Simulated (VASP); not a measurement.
# Te2Pt in VASP: single point with r2SCAN

Aim: the single point of Te2Pt with r2SCAN.

Program: VASP 6.6.1. These are calculated values, not measurements. Logs are shortened: lines on timing, memory, paths and dates and some standing lists are left out, and cuts for length are marked.

### 1 The cell of the first run

The cell holds a slab with vacuum, 12 atoms: a = 4.034 Å, b = 4.034 Å, c = 62.007 Å, α = 90.00°, β = 90.00°, γ = 120.00°.

### 2 Single point, r2SCAN

POSCAR

```
Te2Pt
1.0
    4.0336594709      0.0000000000      0.0000000000
   -2.0168297355      3.4932515720      0.0000000000
    0.0000000000      0.0000000000     62.0069878260
Te Pt
8 4
Direct
    0.6666666667      0.3333333333      0.3537635891
    0.3333333333      0.6666666667      0.3980284601
    0.6666666667      0.3333333333      0.4366583776
    0.3333333333      0.6666666667      0.4808287450
    0.6666666667      0.3333333333      0.5191712550
    0.3333333333      0.6666666667      0.5633416224
    0.6666666667      0.3333333333      0.6019715399
    0.3333333333      0.6666666667      0.6462364109
    0.0000000000      0.0000000000      0.3762473730
    0.0000000000      0.0000000000      0.4586945921
    0.0000000000      0.0000000000      0.5413054079
    0.0000000000      0.0000000000      0.6237526270
```

INCAR.step1

```
SYSTEM = Te2Pt
PREC = Accurate
ENCUT = 440
ISMEAR = 0
SIGMA = 0.1
LREAL = .False.
LASPH = .True.
NELM = 120
LDIPOL = .True.
IDIPOL = 3
DIPOL = 0.5 0.5 0.500
NBANDS = 56
GGA = PE
ALGO = Normal
EDIFF = 1E-5
LWAVE = .True.
LCHARG = .False.
GGA_COMPAT = .False.
NELMDL = -8
KPAR = 4
```

INCAR.step2

```
SYSTEM = Te2Pt
PREC = Accurate
ENCUT = 440
EDIFF = 1E-6
ISMEAR = 0
SIGMA = 0.1
LREAL = .False.
LASPH = .True.
NELM = 120
ALGO = Normal
ISIF = 2
LWAVE = .False.
LCHARG = .True.
LDIPOL = .True.
IDIPOL = 3
DIPOL = 0.5 0.5 0.500
METAGGA = R2SCAN
LMIXTAU = .True.
LVHAR = .True.
LVACPOTAV = .True.
NBANDS = 56
ISTART = 1
GGA_COMPAT = .False.
KPAR = 4
```

KPOINTS

```
regular mesh
0
Gamma
  12 12 1
  0 0 0
```

Potentials or basis: VASP PAW PBE potentials, release 64 (Te, Pt).

On the command line:

```sh
$ cat potpaw_PBE.64/Te/POTCAR potpaw_PBE.64/Pt/POTCAR > POTCAR
$ cp INCAR.step1 INCAR
$ mpirun -np 4 vasp_std > vasp.out
$ cp INCAR.step2 INCAR
$ mpirun -np 4 vasp_std > vasp.out
```

OUTCAR:

```text
SYSTEM = Te2Pt
   PREC = Accurate
   ENCUT = 440
   EDIFF = 1E-6
   ISMEAR = 0
   LREAL = .False.
   LASPH = .True.
   NELM = 120
   ISIF = 2
   METAGGA = R2SCAN
   ISTART = 1

 ion  position               nearest neighbor table
   1  0.667  0.333  0.354-   9 2.71   9 2.71   9 2.71   2 3.60   2 3.60   2 3.60
   2  0.333  0.667  0.398-   9 2.69   9 2.69   9 2.69   3 3.34   3 3.34   3 3.34   1 3.60   1 3.60
                             1 3.60
   3  0.667  0.333  0.437-  10 2.70  10 2.70  10 2.70   2 3.34   2 3.34   2 3.34   4 3.60   4 3.60
                             4 3.60
   4  0.333  0.667  0.481-  10 2.70  10 2.70  10 2.70   5 3.33   5 3.33   5 3.33   3 3.60   3 3.60
                             3 3.60
   5  0.667  0.333  0.519-  11 2.70  11 2.70  11 2.70   4 3.33   4 3.33   4 3.33   6 3.60   6 3.60
                             6 3.60
   6  0.333  0.667  0.563-  11 2.70  11 2.70  11 2.70   7 3.34   7 3.34   7 3.34   5 3.60   5 3.60
                             5 3.60
   7  0.667  0.333  0.602-  12 2.69  12 2.69  12 2.69   6 3.34   6 3.34   6 3.34   8 3.60   8 3.60
                             8 3.60
   8  0.333  0.667  0.646-  12 2.71  12 2.71  12 2.71   7 3.60   7 3.60   7 3.60
   9  0.000  0.000  0.376-   2 2.69   2 2.69   2 2.69   1 2.71   1 2.71   1 2.71
  10  0.000  0.000  0.459-   3 2.70   3 2.70   3 2.70   4 2.70   4 2.70   4 2.70
  11  0.000  0.000  0.541-   6 2.70   6 2.70   6 2.70   5 2.70   5 2.70   5 2.70
  12  0.000  0.000  0.624-   7 2.69   7 2.69   7 2.69   8 2.71   8 2.71   8 2.71

  LATTYP: Found a hexagonal cell.
 ALAT       =     4.0336594709
 C/A-ratio  =    15.3723903253

  Lattice vectors:

 A1 = (   4.0336594709,   0.0000000000,   0.0000000000)
 A2 = (  -2.0168297355,   3.4932515720,   0.0000000000)
 A3 = (   0.0000000000,   0.0000000000,  62.0069878260)

Analysis of symmetry for initial positions (statically):
=====================================================================
 Subroutine PRICEL returns:
 Original cell was already a primitive cell.

 Routine SETGRP: Setting up the symmetry group for a
 hexagonal supercell.

 Subroutine GETGRP returns: Found 12 space group operations
 (whereof 12 operations were pure point group operations)
 out of a pool of 24 trial point group operations.

The static configuration has the point symmetry D_3d.

Analysis of symmetry for dynamics (positions and initial velocities):
=====================================================================
 Subroutine PRICEL returns:
 Original cell was already a primitive cell.

 Routine SETGRP: Setting up the symmetry group for a
 hexagonal supercell.

 Subroutine GETGRP returns: Found 12 space group operations
 (whereof 12 operations were pure point group operations)
 out of a pool of 24 trial point group operations.
[... 139 lines left out ...]
   LORBIT       =      0    0 simple, 1 ext, 2 COOP (PROOUT), +10 PAW based schemes
   METAGGA = R2SCAN    functional components
   LHFCALC =     F    Hartree Fock is set to
   AEXX    =    0.0000 exact exchange contribution
   IVDW    =     0    specifies the selected vdW correction
   LEPSILON=     F    determine dielectric tensor
   LRPA    =     F    only Hartree local field effects (RPA)
 non-spin polarized calculation
 Gauss-broadening in eV      SIGMA  =   0.10
  energy-cutoff  :      440.00
  volume of cell :      873.71
 maximum number of plane-waves:     18370
 NGX is ok and might be reduce to    28
   NGX = 13   NGY = 13   NGZ =213

 dipolmoment           0.000000      0.000000     -0.000000 electrons x Angstroem

 number of electron      88.0000009 magnetization

 dipolmoment           0.000000      0.000000      0.000000 electrons x Angstroem

 Free energy of the ion-electron system (eV)
  ---------------------------------------------------
  ext. energy  EPLUGINS =         0.00000000
  ---------------------------------------------------
  free energy    TOTEN  =      -414.30277105 eV

  energy without entropy =     -414.27635776  energy(sigma->0) =     -414.28956441

 E-fermi :  -0.0705     XC(G=0):  -3.9160

 val. band max:       -0.0727919035   @ k =   0.3333   0.1667   0.0000
 cond. band min:      -0.0299837692   @ k =   0.3333  -0.0000   0.0000
 fundamental gap:      0.0428081343
 Fermi energy:        -0.0704962143

 k-point     1 :       0.0000    0.0000    0.0000
  band No.  band energies     occupation
      1     -14.7589      2.00000
      2     -14.5115      2.00000
      3     -14.1464      2.00000
      4     -13.7695      2.00000
      5     -12.8796      2.00000
      6     -12.2382      2.00000
[... 1110 lines left out ...]
     55       4.7000      0.00000
     56       5.6552      0.00000

------------------------ aborting loop because EDIFF is reached ----------------------------------------

 vacuum level on the upper side and lower side of the slab       (xc-potential included)        -0.018        -0.018

  FORCE on cell =-STRESS in cart. coord.  units (eV):
  Direction    XX          YY          ZZ          XY          YZ          ZX
  --------------------------------------------------------------------------------------
  -------------------------------------------------------------------------------------
  Total        1.9847976      1.9847976      3.3901040     -0.0000000      0.0000000     -0.0000000
  in kB        3.6396287      3.6396287      6.2166136     -0.0000000      0.0000000     -0.0000000
  external PRESSURE =       4.4986236 kB  Pullay stress =       0.0000000 kB

 VOLUME and BASIS-vectors are now :
 -----------------------------------------------------------------------------
  energy-cutoff  :      440.00
  volume of cell :      873.71
      direct lattice vectors                 reciprocal lattice vectors
     4.033659471  0.000000000  0.000000000     0.247913838  0.143133121  0.000000000
    -2.016829735  3.493251572  0.000000000     0.000000000  0.286266242  0.000000000
     0.000000000  0.000000000 62.006987826     0.000000000  0.000000000  0.016127215

 POSITION                                       TOTAL-FORCE (eV/Angst)
 -----------------------------------------------------------------------------------
      2.01683      1.16442     21.93581         0.000000     -0.000000     -0.000481
     -0.00000      2.32883     24.68055         0.000000      0.000000     -0.248249
      2.01683      1.16442     27.07587        -0.000000      0.000000      0.187428
     -0.00000      2.32883     29.81474         0.000000      0.000000     -0.201018
      2.01683      1.16442     32.19225         0.000000      0.000000      0.201018
     -0.00000      2.32883     34.93112        -0.000000     -0.000000     -0.187428
      2.01683      1.16442     37.32644        -0.000000     -0.000000      0.248249
     -0.00000      2.32883     40.07117        -0.000000      0.000000      0.000481
      0.00000      0.00000     23.32997         0.000000      0.000000     -0.080424
      0.00000      0.00000     28.44227         0.000000      0.000000     -0.005714
      0.00000      0.00000     33.56472        -0.000000     -0.000000      0.005714
      0.00000      0.00000     38.67702         0.000000      0.000000      0.080424
 -----------------------------------------------------------------------------------
    total drift:                               -0.000000     -0.000000      0.000000

  FREE ENERGIE OF THE ION-ELECTRON SYSTEM (eV)
  ---------------------------------------------------
  free  energy   TOTEN  =      -414.3027710537 eV

  energy  without entropy=     -414.2763577570  energy(sigma->0) =     -414.28956441

 vacuum level on the upper side and lower side of the slab         4.398         4.398
```

Run time: 52 min. Hardware: 4 MPI ranks of Intel Xeon Platinum 8259CL at 2.50GHz (Skylake/Cascade Lake), shared host; peak memory 1.2 GiB.

What came out:

| Property | Result |
| --- | --- |
| Free energy | -414.3028 eV |
| Largest force | 0.248 eV/Å |
| Band gap on the k mesh | zero (bands 44 and 45 overlap by 1.05 eV) |
| Work function of the upper face | 4.47 eV |
| Work function of the lower face | 4.47 eV |

Forces in eV/Å, atoms in the order of the input:
```
Te   0.000  0.000  0.000
Te   0.000  0.000 -0.248
Te   0.000  0.000  0.187
Te   0.000  0.000 -0.201
Te   0.000  0.000  0.201
Te   0.000  0.000 -0.187
Te   0.000  0.000  0.248
Te   0.000  0.000  0.000
Pt   0.000  0.000 -0.080
Pt   0.000  0.000 -0.006
Pt   0.000  0.000  0.006
Pt   0.000  0.000  0.080
```

Caveat: the PAW data sets were made with another functional, which shifts forces and pressure a little; spin-orbit coupling is left out, which moves the levels of the heavy elements.

The gap in the log of VASP goes by the Fermi energy; the results here count the filled bands.